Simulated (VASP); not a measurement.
Ir, 2 atoms in the cell. It takes space group P6_3/mmc (No. 194, hexagonal). Conventional cell: a = 2.740 Å, b = 2.740 Å, c = 4.438 Å, α = 90.00°, β = 90.00°, γ = 120.00°. Ir (site symmetry -6m2) has 12 Ir at 2.72 to 2.74 Å within 3.6 Å. This isn't the form of Ir at room conditions, which is fcc.

| Quantity | Value |
| --- | --- |
| Program | VASP 6.6.1 |
| Task | single point |
| Functional | PBEsol |
| Dispersion | D4 |
| Potentials or basis | VASP PAW PBE potentials, release 64 (Ir) |
| Cutoff | 500 eV |
| k mesh | 18 × 18 × 10 |
| Occupations | fermi-dirac, width 0.15 eV |
| Spin | no spin polarisation |
| Dipole correction | no |
| Further INCAR settings | ALGO = Normal; EDIFF = 1e-06; NBANDS = 16 |

Potentials or basis: VASP PAW PBE potentials, release 64 (Ir).

The run is started by

```bash
$ cat potpaw_PBE.64/Ir/POTCAR > POTCAR
$ mpirun -np 1 vasp_std > vasp.out
```

Hardware: 1 thread of Intel Xeon 8259CL, with other jobs on the host.

Q: Estimate the wall time of this run.

A: Wall time 90 s on 1 thread of Intel Xeon 8259CL, on a shared host, peak memory 0.21 GiB. Counts: scf iterations 11, k points 222.
